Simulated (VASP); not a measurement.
# Fe in VASP: further runs

Fe is run at these levels: PBE; tasks: single point.

Program: VASP 6.6.1. These are calculated values, not measurements. Logs are shortened: lines on timing, memory, paths and dates and some standing lists are left out, and cuts for length are marked.

### 1 The cell of the first run

The structure is orthorhombic, space group Immm (No. 71). The conventional cell has a = 2.832 Å, b = 2.898 Å, c = 2.935 Å, α = 90.00°, β = 90.00°, γ = 90.00°. Within 3.3 Å of Fe (site symmetry mmm) lie 14 Fe at 2.50 to 2.94 Å.

### 2 Single point, PBE, collinear spin, ferromagnetic start (normal strain along x +0.0367, normal strain along z +0.0233)

INCAR

```
SYSTEM = Fe
ALGO = Normal
EDIFF = 1E-6
ENCUT = 600
GGA = PE
GGA_COMPAT = .False.
ISIF = 2
ISMEAR = 0
ISPIN = 2
LASPH = .True.
LCHARG = .False.
LMAXMIX = 4
LORBIT = 11
LREAL = .False.
LWAVE = .False.
MAGMOM = 2.44
NBANDS = 18
NELM = 200
PREC = Accurate
SIGMA = 0.15
```

KPOINTS

```
k-points
0
Gamma
  10 10 10
  0 0 0
```

POSCAR

```
Fe
1.0
   -1.4677340298      1.4157750842      1.4487626437
    1.4677340298     -1.4157750842      1.4487626437
    1.4677340298      1.4157750842     -1.4487626437
Fe
1
Direct
    0.0000000000      0.0000000000      0.0000000000
```

Potentials or basis: VASP PAW PBE potentials, release 64 (Fe_sv).

Started as:

```bash
cat potpaw_PBE.64/Fe_sv/POTCAR > POTCAR
mpirun -np 1 vasp_std > vasp.out
```

OUTCAR:

```text
SYSTEM = Fe
   EDIFF = 1E-6
   ENCUT = 600
   GGA = PE
   ISIF = 2
   ISMEAR = 0
   ISPIN = 2
   LASPH = .True.
   LORBIT = 11
   LREAL = .False.
   NELM = 200
   PREC = Accurate

 ion  position               nearest neighbor table
   1  0.000  0.000  0.000-

  LATTYP: Found a body centered orthorhombic cell.
 ALAT       =     2.8315501684
 B/A-ratio  =     1.0233000000
 C/A-ratio  =     1.0367000000

  Lattice vectors:

 A1 = (  -1.4677340298,  -1.4157750842,  -1.4487626437)
 A2 = (  -1.4677340298,   1.4157750842,   1.4487626437)
 A3 = (   1.4677340298,   1.4157750842,  -1.4487626437)

Analysis of symmetry for initial positions (statically):
=====================================================================
 Subroutine PRICEL returns:
 Original cell was already a primitive cell.

 Routine SETGRP: Setting up the symmetry group for a
 body centered orthorhombic supercell.

 Subroutine GETGRP returns: Found  8 space group operations
 (whereof  8 operations were pure point group operations)
 out of a pool of  8 trial point group operations.

The static configuration has the point symmetry D_2h.

Analysis of symmetry for dynamics (positions and initial velocities):
=====================================================================
 Subroutine PRICEL returns:
 Original cell was already a primitive cell.

 Routine SETGRP: Setting up the symmetry group for a
 body centered orthorhombic supercell.

 Subroutine GETGRP returns: Found  8 space group operations
 (whereof  8 operations were pure point group operations)
 out of a pool of  8 trial point group operations.

The dynamic configuration has the point symmetry D_2h.

Analysis of structural, dynamic, and magnetic symmetry:
=====================================================================
 Subroutine PRICEL returns:
 Original cell was already a primitive cell.

 Routine SETGRP: Setting up the symmetry group for a
 body centered orthorhombic supercell.

 Subroutine GETGRP returns: Found  8 space group operations
 (whereof  8 operations were pure point group operations)
 out of a pool of  8 trial point group operations.

The overall configuration has the point symmetry D_2h.

 Subroutine INISYM returns: Found  8 space group operations
 (whereof  8 operations are pure point group operations),
 and found     1 'primitive' translations

----------------------------------------------------------------------------------------

                                     Primitive cell

  volume of cell :      12.0420

  direct lattice vectors                    reciprocal lattice vectors
    -1.467734030  1.415775084  1.448762644     0.000000000  0.353163441  0.345122096
     1.467734030 -1.415775084  1.448762644     0.340661176  0.000000000  0.345122096
     1.467734030  1.415775084 -1.448762644     0.340661176  0.353163441  0.000000000

  length of vectors
     2.501514635  2.501514635  2.501514635     0.493795177  0.484932261  0.490687734

  position of ions in fractional coordinates (direct lattice)
     0.000000000  0.000000000  0.000000000

  ion indices of the primitive-cell ions
   primitive index   ion index
                 1           1

----------------------------------------------------------------------------------------

 KPOINTS: k-points

Automatic generation of k-mesh.
 Grid dimensions read from file:
 generate k-points for:   10   10   10

 Generating k-lattice:

  Cartesian coordinates                     Fractional coordinates (reciprocal lattice)
     0.000000000  0.035316344  0.034512210     0.100000000  0.000000000 -0.000000000
     0.034066118  0.000000000  0.034512210     0.000000000  0.100000000 -0.000000000
     0.034066118  0.035316344  0.000000000     0.000000000  0.000000000  0.100000000

  Length of vectors
     0.049379518  0.048493226  0.049068773

  Shift w.r.t. Gamma in fractional coordinates (k-lattice)
     0.000000000  0.000000000  0.000000000

 Subroutine IBZKPT returns following result:
 ===========================================

 Found    171 irreducible k-points:

 Following reciprocal coordinates:
            Coordinates               Weight
  0.000000  0.000000  0.000000      1.000000
  0.100000  0.000000 -0.000000      4.000000
  0.200000  0.000000 -0.000000      4.000000
  0.300000  0.000000 -0.000000      4.000000
  0.400000  0.000000 -0.000000      4.000000
  0.500000  0.000000 -0.000000      2.000000
[... 16 lines left out ...]
 -0.400000  0.200000  0.000000      8.000000
 -0.300000  0.200000  0.000000      8.000000
 [... further k-points ...]
   k-points           NKPTS =    171   k-points in BZ     NKDIM =    171   number of bands    NBANDS=     18
   number of dos      NEDOS =    301   number of ions     NIONS =      1
   total plane-waves  NPLWV =   8000
   dimension x,y,z NGX =    20 NGY =   20 NGZ =   20
   dimension x,y,z NGXF=    40 NGYF=   40 NGZF=   40
   ions per type =               1
   NGX,Y,Z   is equivalent  to a cutoff of  13.29, 13.29, 13.29 a.u.
   NGXF,Y,Z  is equivalent  to a cutoff of  26.58, 26.58, 26.58 a.u.
 SYSTEM =  Fe
   PREC   = accura    normal or accurate (medium, high low for compatibility)
   ISTART =      0    job   : 0-new  1-cont  2-samecut
   ICHARG =      2    charge: 1-file 2-atom 10-const
   ISPIN  =      2    spin polarized calculation?
   LNONCOLLINEAR =      F non collinear calculations
   LSORBIT =      F    spin-orbit coupling
   LASPH  =      T    aspherical Exc in radial PAW
   ENCUT  =  600.0 eV  44.10 Ry    6.64 a.u.   5.00  5.00  5.00*2*pi/ulx,y,z
   NELM   =    200;   NELMIN=  2; NELMDL= -5     # of ELM steps
   EDIFF  = 0.1E-05   stopping-criterion for ELM
   LREAL  =      F    real-space projection
   EDIFFG = 0.1E-04   stopping-criterion for IOM
   NSW    =      0    number of steps for IOM
   IBRION =     -1    ionic relax: 0-MD 1-quasi-New 2-CG
   NFREE  =      0    steps in history (QN), initial steepest desc. (CG)
   ISIF   =      2    stress and relaxation
   ISYM   =      2    0-nonsym 1-usesym 2-fastsym
   POTIM  = 0.5000    time-step for ionic-motion
   TEBEG  =    0.0;   TEEND  =   0.0 temperature during run
   PSTRESS=    0.0 pullay stress
   NELECT =      16.0000    total number of electrons
   NUPDOWN=      -1.0000    fix difference up-down
   EMIN   =  10.00;   EMAX   =-10.00  energy-range for DOS
   EFERMI =   0.00;   METHOD = LEGACY
   ISMEAR =     0;   SIGMA  =   0.15  broadening in eV -4-tet -1-fermi 0-gaus
   EFERMI_NEDOS =   21; number of points for ismear=-14 and -15
   IALGO  =     38    algorithm
   IMIX   =      4    mixing-type and parameters
     AMIX     =   0.40;   BMIX     =  1.00
     AMIX_MAG =   1.60;   BMIX_MAG =  1.00
  volume/ion in A,a.u.               =      12.04        81.26
  Fermi-wavevector in a.u.,A,eV,Ry     =   1.799763  3.401058 44.071245  3.239145
  Thomas-Fermi vector in A             =   2.860629
   LORBIT       =     11    0 simple, 1 ext, 2 COOP (PROOUT), +10 PAW based schemes
   GGA     = PE    functional components
   LHFCALC =     F    Hartree Fock is set to
   AEXX    =    0.0000 exact exchange contribution
   IVDW    =     0    specifies the selected vdW correction
   LEPSILON=     F    determine dielectric tensor
   LRPA    =     F    only Hartree local field effects (RPA)
 spin polarized calculation
 Gauss-broadening in eV      SIGMA  =   0.15
  energy-cutoff  :      600.00
  volume of cell :       12.04
 maximum number of plane-waves:       413
   NGX =  9   NGY =  9   NGZ =  9

 number of electron      16.0000006 magnetization       2.1875834

 Free energy of the ion-electron system (eV)
  ---------------------------------------------------
  ext. energy  EPLUGINS =         0.00000000
  ---------------------------------------------------
  free energy    TOTEN  =        -8.33473176 eV

  energy without entropy =       -8.32313374  energy(sigma->0) =       -8.32893275

 E-fermi :  11.1615     XC(G=0): -13.3648

 val. band max:       11.1588012026   @ k =   0.5000  -0.3000   0.2000
 cond. band min:      11.1618616961   @ k =   0.4000  -0.4000   0.1000
 fundamental gap:      0.0030604935
 Fermi energy:        11.1614935074

 spin component 1

 k-point     1 :       0.0000    0.0000    0.0000
  band No.  band energies     occupation
      1     -76.8554      1.00000
      2     -42.6861      1.00000
      3     -42.6856      1.00000
      4     -42.6794      1.00000
      5       3.0432      1.00000
      6       8.9127      1.00000
[... 10 lines left out ...]
     17      41.8313      0.00000
     18      42.2416      0.00000

 k-point     2 :       0.1000    0.0000   -0.0000
  band No.  band energies     occupation
      1     -76.8495      1.00000
      2     -42.7164      1.00000
      3     -42.6975      1.00000
      4     -42.6830      1.00000
      5       3.4411      1.00000
      6       8.8544      1.00000
[... 10 lines left out ...]
     17      41.9460      0.00000
     18      42.8485      0.00000
[... 442 lines left out ...]
 k-point    24 :      -0.3000    0.2000    0.0000
  band No.  band energies     occupation
      1     -76.8215      1.00000
      2     -42.8646      1.00000
      3     -42.7434      1.00000
      4     -42.6960      1.00000
      5       5.4985      1.00000
      6       8.4848      1.00000
[... 10 lines left out ...]
     17      45.5629      0.00000
     18      46.2726      0.00000

 [... further k-points ...]

 spin component 2

 k-point     1 :       0.0000    0.0000    0.0000
  band No.  band energies     occupation
      1     -74.1880      1.00000
      2     -40.0679      1.00000
      3     -40.0667      1.00000
      4     -40.0601      1.00000
      5       3.1507      1.00000
      6      10.7823      0.99983
[... 10 lines left out ...]
     17      42.8654      0.00000
     18      42.8834      0.00000

 k-point     2 :       0.1000    0.0000   -0.0000
  band No.  band energies     occupation
      1     -74.1815      1.00000
      2     -40.1008      1.00000
      3     -40.0809      1.00000
      4     -40.0638      1.00000
      5       3.5513      1.00000
      6      10.7190      0.99998
[... 10 lines left out ...]
     17      42.1014      0.00000
     18      43.3752      0.00000
[... 442 lines left out ...]
 k-point    24 :      -0.3000    0.2000    0.0000
  band No.  band energies     occupation
      1     -74.1508      1.00000
      2     -40.2672      1.00000
      3     -40.1301      1.00000
      4     -40.0791      1.00000
      5       5.7083      1.00000
      6      10.2742      1.00000
[... 10 lines left out ...]
     17      45.9246      0.00000
     18      46.5520      0.00000

 [... further k-points ...]
[... 5 lines left out ...]
  --------------------------------------------------------------------------------------
  -------------------------------------------------------------------------------------
  Total       -1.2228776     -0.9101928     -1.1472490      0.0000000     -0.0000000      0.0000000
  in kB     -162.7026837   -121.1002760   -152.6403763      0.0000000     -0.0000000      0.0000000
  external PRESSURE =    -145.4811120 kB  Pullay stress =       0.0000000 kB

 VOLUME and BASIS-vectors are now :
 -----------------------------------------------------------------------------
  energy-cutoff  :      600.00
  volume of cell :       12.04
      direct lattice vectors                 reciprocal lattice vectors
    -1.467734030  1.415775084  1.448762644     0.000000000  0.353163441  0.345122096
     1.467734030 -1.415775084  1.448762644     0.340661176  0.000000000  0.345122096
     1.467734030  1.415775084 -1.448762644     0.340661176  0.353163441  0.000000000

 POSITION                                       TOTAL-FORCE (eV/Angst)
 -----------------------------------------------------------------------------------
      0.00000      0.00000      0.00000        -0.000000      0.000000     -0.000000
 -----------------------------------------------------------------------------------
    total drift:                                0.000000     -0.000000      0.000000

  FREE ENERGIE OF THE ION-ELECTRON SYSTEM (eV)
  ---------------------------------------------------
  free  energy   TOTEN  =        -8.3347317579 eV

  energy  without entropy=       -8.3231337440  energy(sigma->0) =       -8.32893275

 total charge

# of ion       s       p       d       tot
------------------------------------------
    1        2.177   6.026   5.506  13.709

 magnetization (x)

# of ion       s       p       d       tot
------------------------------------------
    1       -0.002  -0.010   2.228   2.216
```

It took 32 s on 1 thread of Intel Xeon 6975P-C (Granite Rapids), shared host; peak memory 0.18 GiB.

Results:

```
Free energy                                           : -8.3347 eV
Pressure                                              : -14.5 GPa
Net moment                                            : 2.19 μB per cell
Site moments                                          : Fe +2.22 μB
Valence electrons inside the program's atomic spheres : Fe 13.71
```

Stress tensor (GPa, compression positive):
```
-16.27   0.00   0.00
  0.00 -12.11   0.00
  0.00   0.00 -15.26
```

Caveat: the cell differs from its parent crystal (normal strain along x +0.0367, normal strain along z +0.0233).

### 3 Single point, PBE, collinear spin, ferromagnetic start (normal strain along x +0.0000, normal strain along z +0.0700)

INCAR

```
PREC = Accurate ; ENCUT = 600
EDIFF = 1E-6 ; ISMEAR = 0
SIGMA = 0.15 ; LREAL = F
LASPH = T ; NELM = 200
ALGO = Normal ; ISIF = 2
LWAVE = F ; LCHARG = F
ISPIN = 2 ; MAGMOM = 2.44
LORBIT = 11 ; LMAXMIX = 4
GGA = PE ; NBANDS = 18
GGA_COMPAT = F
```

KPOINTS

```
Automatic mesh
0
Gamma
  10 10 10
```

POSCAR

```
Fe
1.0
   -1.4157750842      1.4157750842      1.5148793401
    1.4157750842     -1.4157750842      1.5148793401
    1.4157750842      1.4157750842     -1.5148793401
Fe
1
Direct
    0.0000000000      0.0000000000      0.0000000000
```

Potentials or basis: VASP PAW PBE potentials, release 64 (Fe_sv).

Started as:

```bash
cat potpaw_PBE.64/Fe_sv/POTCAR > POTCAR
mpirun -np 1 vasp_std > vasp.out
```

OUTCAR:

```text
PREC = Accurate
   ENCUT = 600
   EDIFF = 1E-6
   ISMEAR = 0
   LREAL = F
   LASPH = T
   NELM = 200
   ISIF = 2
   ISPIN = 2
   LORBIT = 11
   GGA = PE

 ion  position               nearest neighbor table
   1  0.000  0.000  0.000-

  LATTYP: Found a body centered tetragonal cell.
 ALAT       =     2.8315501684
 C/A-ratio  =     1.0700000000

  Lattice vectors:

 A1 = (  -1.4157750842,   1.4157750842,   1.5148793401)
 A2 = (   1.4157750842,  -1.4157750842,   1.5148793401)
 A3 = (   1.4157750842,   1.4157750842,  -1.5148793401)

Analysis of symmetry for initial positions (statically):
=====================================================================
 Subroutine PRICEL returns:
 Original cell was already a primitive cell.

 Routine SETGRP: Setting up the symmetry group for a
 body centered tetragonal supercell.

 Subroutine GETGRP returns: Found 16 space group operations
 (whereof 16 operations were pure point group operations)
 out of a pool of 16 trial point group operations.

The static configuration has the point symmetry D_4h.

Analysis of symmetry for dynamics (positions and initial velocities):
[... 187 lines left out ...]
      6       8.8033      1.00000
[... 493 lines left out ...]
     17      48.3364      0.00000
     18      50.0092      0.00000

 [... further k-points ...]

 spin component 2

 k-point     1 :       0.0000    0.0000    0.0000
  band No.  band energies     occupation
      1     -74.2400      1.00000
      2     -40.1296      1.00000
      3     -40.1236      1.00000
      4     -40.1236      1.00000
      5       3.0786      1.00000
      6      10.7382      0.99867
[... 493 lines left out ...]
     17      48.8309      0.00000
     18      50.4217      0.00000

 [... further k-points ...]

------------------------ aborting loop because EDIFF is reached ----------------------------------------

  FORCE on cell =-STRESS in cart. coord.  units (eV):
  Direction    XX          YY          ZZ          XY          YZ          ZX
  --------------------------------------------------------------------------------------
  -------------------------------------------------------------------------------------
  Total       -0.9616364     -0.9616364     -1.3442266      0.0000000     -0.0000000      0.0000000
  in kB     -126.8513004   -126.8513004   -177.3194971      0.0000000     -0.0000000      0.0000000
  external PRESSURE =    -143.6740326 kB  Pullay stress =       0.0000000 kB

 VOLUME and BASIS-vectors are now :
 -----------------------------------------------------------------------------
  energy-cutoff  :      600.00
  volume of cell :       12.15
      direct lattice vectors                 reciprocal lattice vectors
    -1.415775084  1.415775084  1.514879340     0.000000000  0.353163441  0.330059290
     1.415775084 -1.415775084  1.514879340     0.353163441  0.000000000  0.330059290
     1.415775084  1.415775084 -1.514879340     0.353163441  0.353163441  0.000000000

 POSITION                                       TOTAL-FORCE (eV/Angst)
 -----------------------------------------------------------------------------------
      0.00000      0.00000      0.00000         0.000000      0.000000      0.000000
 -----------------------------------------------------------------------------------
    total drift:                                0.000000     -0.000000      0.000000

  FREE ENERGIE OF THE ION-ELECTRON SYSTEM (eV)
  ---------------------------------------------------
  free  energy   TOTEN  =        -8.3203898949 eV

  energy  without entropy=       -8.3094328399  energy(sigma->0) =       -8.31491137

 total charge

# of ion       s       p       d       tot
------------------------------------------
    1        2.176   6.024   5.508  13.708

 magnetization (x)

# of ion       s       p       d       tot
------------------------------------------
    1       -0.002  -0.008   2.288   2.277
```

OSZICAR:

```text
N       E                     dE             d eps       ncg     rms          rms(c)
DAV:   1     0.210029564793E+03    0.21003E+03   -0.94138E+03  7602   0.138E+03
DAV:   2    -0.751630472620E+00   -0.21078E+03   -0.19544E+03  7400   0.423E+02
DAV:   3    -0.932190844848E+01   -0.85703E+01   -0.84509E+01  8736   0.103E+02
DAV:   4    -0.943722653700E+01   -0.11532E+00   -0.11530E+00  8462   0.122E+01
DAV:   5    -0.943991565169E+01   -0.26891E-02   -0.26890E-02  8652   0.192E+00    0.115E+01
DAV:   6    -0.853955709673E+01    0.90036E+00   -0.33026E+00  8160   0.503E+01    0.125E+01
DAV:   7    -0.833030934533E+01    0.20925E+00   -0.60216E-01  8140   0.200E+01    0.483E+00
DAV:   8    -0.832550591122E+01    0.48034E-02   -0.12306E-02  8238   0.143E+00    0.141E+00
DAV:   9    -0.832024747962E+01    0.52584E-02   -0.43701E-03  9788   0.110E+00    0.357E-01
DAV:  10    -0.832034954415E+01   -0.10206E-03   -0.10761E-03  8934   0.656E-01    0.759E-02
DAV:  11    -0.832038772878E+01   -0.38185E-04   -0.27240E-05  9158   0.764E-02    0.448E-02
DAV:  12    -0.832039069907E+01   -0.29703E-05   -0.10535E-05  9152   0.512E-02    0.185E-02
DAV:  13    -0.832038989491E+01    0.80416E-06   -0.14664E-06  6528   0.150E-02
   1 F= -.83203899E+01 E0= -.83149114E+01  d E =-.109571E-01  mag=     2.2593
```

stdout:

```text
POSCAR found type information on POSCAR Fe
 POSCAR found :  1 types and       1 ions
 scaLAPACK will be used
 LDA part: xc-table for (Slater+PW92), standard interpolation
 POSCAR, INCAR and KPOINTS ok, starting setup
 FFT: planning ... GRIDC
 FFT: planning ... GRID_SOFT
 FFT: planning ... GRID
 WAVECAR not read
 entering main loop
```

Wall time 57 s (1 thread of Intel Xeon Platinum 8259CL at 2.50GHz (Skylake/Cascade Lake), shared host); peak memory 0.16 GiB.

Results:

```yaml
Free_energy: -8.3204 eV
Pressure: -14.4 GPa
Net_moment: 2.26 μB per cell
Site_moments: Fe +2.28 μB
Valence_electrons_inside_the_program's_atomic_spheres: Fe 13.71
```

Levels at points of the mesh, in eV from the Fermi level:
Spin up:
```
           k point  band 7  band 8  band 9  band 10  band 11  band 12
(0.00, 0.00, 0.00)   -2.25   -1.98   -1.27    -0.97    22.99    24.30
(0.50, 0.00, 0.00)   -1.29   -0.84    0.22     0.31     6.55    18.05
(0.50, 0.50, 0.00)   -0.83   -0.78    0.32     0.82     7.23    16.64
(0.50, 0.50, 0.50)   -0.08    0.08    0.08     7.77    10.22    10.22
```
Spin down:
| k point | band 5 | band 6 | band 7 | band 8 | band 9 | band 10 |
| --- | --- | --- | --- | --- | --- | --- |
| (0.00, 0.00, 0.00) | -7.98 | -0.32 | -0.32 | 0.14 | 1.46 | 1.95 |
| (0.50, 0.00, 0.00) | -3.32 | -1.18 | 0.34 | 1.35 | 2.00 | 2.56 |
| (0.50, 0.50, 0.00) | -3.26 | -1.72 | 0.89 | 1.91 | 2.08 | 2.59 |
| (0.50, 0.50, 0.50) | -2.69 | -2.55 | 2.29 | 2.31 | 2.31 | 7.99 |

Caveat: the cell differs from its parent crystal (normal strain along x +0.0000, normal strain along z +0.0700).

(Part 1 of 2 ends here.)
